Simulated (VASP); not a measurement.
Crystal: AlNi.

```xyz
2
Lattice="2.8597 0.0000 0.0000 0.0000 2.8597 0.0000 0.0000 0.0000 2.8597" Properties=species:S:1:pos:R:3 pbc="T T T"
Al    1.4299    1.4299    1.4299
Ni    0.0000    0.0000    0.0000
```

```yaml
Program: VASP 6.6.1
Task: relaxation of cell and atoms
Functional: LDA
Potentials_or_basis: VASP PAW LDA potentials, release 64 (Al, Ni)
Cutoff: 600 eV
k_mesh: 14 × 14 × 14
Occupations: gaussian, width 0.1 eV
Spin: no spin polarisation
```

At the start: pressure -4.7 GPa; volume 11.69 Å³/atom.

**Question.** How do energy, volume and symmetry change on relaxing?

**Answer.** Over 6 steps the energy falls by 4.7 meV/atom and the volume is 11.38 Å³/atom (-2.7 %); space group Pm-3m (No. 221, to 0.1 Å) before and after.

The path:
```
step  energy change (eV)  largest force (eV/Å)  pressure (GPa)  volume (Å³)
   1              0.0000                0.0000           -4.75        23.39
   2             -0.0020                0.0000            4.56        22.23
   3             -0.0094                0.0000           -0.04        22.77
   4             -0.0094                0.0000            0.07        22.75
   5             -0.0094                0.0000           -0.04        22.77
   6             -0.0094                0.0000            0.00        22.76
```

Final structure:
```
Al Ni
1.0
     2.83407    0.00000    0.00000
     0.00000    2.83407    0.00000
     0.00000    0.00000    2.83407
Al Ni
1 1
Cartesian
  1.4170 1.4170 1.4170
  0.0000 0.0000 0.0000
```
